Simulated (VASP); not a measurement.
Crystal: RbAu5.

```
Rb Au
1.0
     5.93649    0.00000    0.00000
    -2.96825    5.14115    0.00000
     0.00000    0.00000    4.47944
Rb Au
1 5
Direct
  0.00000 0.00000 0.00000
  0.33333 0.66667 0.00000
  0.66667 0.33333 0.00000
  0.50000 0.00000 0.50000
  0.50000 0.50000 0.50000
  0.00000 0.50000 0.50000
```

* Program: VASP 6.6.1
* Task: relaxation of cell and atoms
* Functional: LDA
* Potentials or basis: VASP PAW LDA potentials, release 64 (Rb_sv, Au_sv_GW)
* Cutoff: 500 eV
* k mesh: 6 × 6 × 8
* Occupations: gaussian, width 0.1 eV
* Spin: no spin polarisation

At the start: pressure -9.0 GPa; volume 22.79 Å³/atom.

Q: How do energy, volume and symmetry change on relaxing?

A: Over 12 steps the energy falls by 67.2 meV/atom and the volume is 20.58 Å³/atom (-9.7 %); space group P6/mmm (No. 191, to 0.1 Å) before and after.

Step by step:
```csv
step,energy change (eV),largest force (eV/Å),pressure (GPa),volume (Å³)
1,0.0000,0.0000,-9.02,136.71
2,0.1649,0.0000,15.68,112.86
3,-0.3744,0.0000,-0.34,124.95
4,-0.3746,0.0000,-0.13,124.72
5,-0.3928,0.0000,-0.07,124.13
6,-0.4029,0.0000,0.14,123.28
7,-0.4029,0.0000,0.15,123.31
8,-0.4031,0.0000,0.14,123.34
9,-0.4027,0.0000,-0.26,123.73
10,-0.4031,0.0000,-0.03,123.49
11,-0.4031,0.0000,-0.01,123.47
12,-0.4029,0.0000,-0.02,123.45
```

Final structure:
```xyz
6
Lattice="5.6826 0.0000 0.0000 -2.8413 4.9213 0.0000 0.0000 0.0000 4.4145" Properties=species:S:1:pos:R:3 pbc="T T T"
Rb   -2.8413    4.9213    0.0000
Au    0.0000    3.2809    0.0000
Au    2.8413    1.6404    4.4145
Au    2.8413    0.0000    2.2072
Au    1.4207    2.4606    2.2072
Au   -1.4207    2.4606    2.2072
```
